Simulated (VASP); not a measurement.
Write the native input for VASP 6.6.1 that does the following.

- Task: electric field gradients
- Functional: LDA
- Potentials or basis: VASP PAW LDA potentials, release 64 (Ti_sv)
- Cutoff: 520 eV
- k mesh: 13 × 13 × 7
- Occupations: fermi-dirac, width 0.05 eV
- Spin: no spin polarisation
- Dipole correction: no
- Further INCAR settings: ALGO = Normal; EDIFF = 1e-08; NBANDS = 19

The structure of Ti lies in POSCAR:

```
Ti
1.0
    2.8859641405      0.0000000000      0.0000000000
   -1.4429820702      2.4993182601      0.0000000000
    0.0000000000      0.0000000000      4.5621823725
Ti
2
Direct
    0.3333333333      0.6666666667      0.2500000000
    0.6666666667      0.3333333333      0.7500000000
```

This cell differs from its parent crystal: volume scaled by 0.95.

One way to write it, as run:

INCAR

```
SYSTEM = Ti
PREC     = Accurate       ! precision mode
ENCUT    = 520            ! plane-wave cutoff, eV
EDIFF    = 1E-8           ! SCF threshold, eV
ISMEAR   = -1             ! smearing method
SIGMA    = 0.05           ! smearing width, eV
LREAL    = .FALSE.        ! projectors in reciprocal space
LASPH    = .TRUE.         ! aspherical terms in the spheres
NELM     = 100            ! most SCF steps
ALGO     = Normal         ! electronic algorithm
ISIF     = 2              ! what is computed and relaxed
LWAVE    = .FALSE.        ! write WAVECAR
LCHARG   = .FALSE.        ! write CHGCAR
LEFG     = .TRUE.       
NBANDS   = 19             ! bands
```

KPOINTS

```
Automatic mesh
0
G
  13 13 7
  0 0 0
```

Potentials or basis: VASP PAW LDA potentials, release 64 (Ti_sv).

Launch:

```console
$ cat potpaw_LDA.64/Ti_sv/POTCAR > POTCAR
$ mpirun -np 1 vasp_std > vasp.out
```

It gave:

* Pressure: -2.7 GPa
* Band gap on the k mesh: zero (band 12 reaches 9.44 eV, above the bottom of band 13 at 8.36 eV)

Caveat: without QUAD_EFG the Cq values of the log hold for a quadrupole moment of 1 mb, not for the nuclei.

Wall time 21 s on 1 thread of Intel(R) Xeon(R) Platinum 8559C (Emerald Rapids), with other jobs on the host, peak memory 0.16 GiB.
